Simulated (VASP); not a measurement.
Crystal: TePb.

```
CELL_PARAMETERS angstrom
0.04393 3.27909 3.27909
3.27909 0.04393 3.27909
3.27909 3.27909 0.04393
ATOMIC_POSITIONS crystal
Pb 0.00000 0.00000 0.00000
Te 0.50000 0.50000 0.50000
```

This cell differs from its parent crystal: epitaxial 111 strain -1.0%.

Base run:

```yaml
Program: VASP 6.6.1
Functional: r2SCAN
Potentials_or_basis: VASP PAW PBE potentials, release 64 (Pb_d, Te)
Cutoff: 520 eV
k_mesh: 8 × 8 × 8
Occupations: gaussian, width 0.01 eV
Spin: no spin polarisation
```

Its results: band gap on the k mesh 0.93 eV, indirect (least direct gap 1.05 eV); pressure 0.4 GPa.

Q: The run is repeated on the same cell with these changes: functional from r2SCAN to PBE; k mesh from 8 × 8 × 8 to 4 × 4 × 4. What comes out?

A: Band gap on the k mesh 0.66 eV, indirect (least direct gap 0.77 eV); pressure 1.0 GPa.

Several settings changed at once, so the effect can't be laid on one alone.

Caveats: spin-orbit coupling is left out, which moves the levels of the heavy elements; the PAW data sets were made with another functional, which shifts forces and pressure a little (some runs).

A k mesh can miss the band edges.
